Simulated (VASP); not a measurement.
Here is a VASP 6.6.1 calculation.

Contents of INCAR:

```
SYSTEM = TiO2
  ALGO = Normal
  EDIFF = 1E-7
  EDIFFG = -0.002
  ENCUT = 520
  GGA = PE
  GGA_COMPAT = .False.
  IBRION = 2
  ISIF = 2
  ISMEAR = 0
  LASPH = .True.
  LCHARG = .False.
  LREAL = .False.
  LWAVE = .False.
  NELM = 120
  NELMIN = 4
  NSW = 80
  PREC = Accurate
  SIGMA = 0.01
```

KPOINTS

```
k-points
0
Gamma
  7 7 7
  0 0 0
```

File POSCAR:

```
TiO2
1.0
   -1.9236980000      1.9193460000      4.6826100000
    1.9236980000     -1.9193460000      4.6826100000
    1.9236980000      1.9193460000     -4.6826100000
Ti O
2 4
Direct
    0.0000000000      0.0000000000      0.0000000000
    0.7500000000      0.2500000000      0.5000000000
    0.2081000000      0.2081000000      0.0000000000
    0.9581000000      0.4581000000      0.5000000000
    0.5419000000      0.0419000000      0.5000000000
    0.7919000000      0.7919000000      0.0000000000
```

Potentials or basis: VASP PAW PBE potentials, release 64 (Ti_sv, O).

Command:

```bash
$ cat potpaw_PBE.64/Ti_sv/POTCAR potpaw_PBE.64/O/POTCAR > POTCAR
$ mpirun -np 1 vasp_std > vasp.out
```

(1) Estimate the energy gained by relaxing.

(2) Predict the band gap on the k mesh.

Results:

(1) 4.1 meV/atom.

(2) 1.95 eV (least direct gap 2.36 eV).
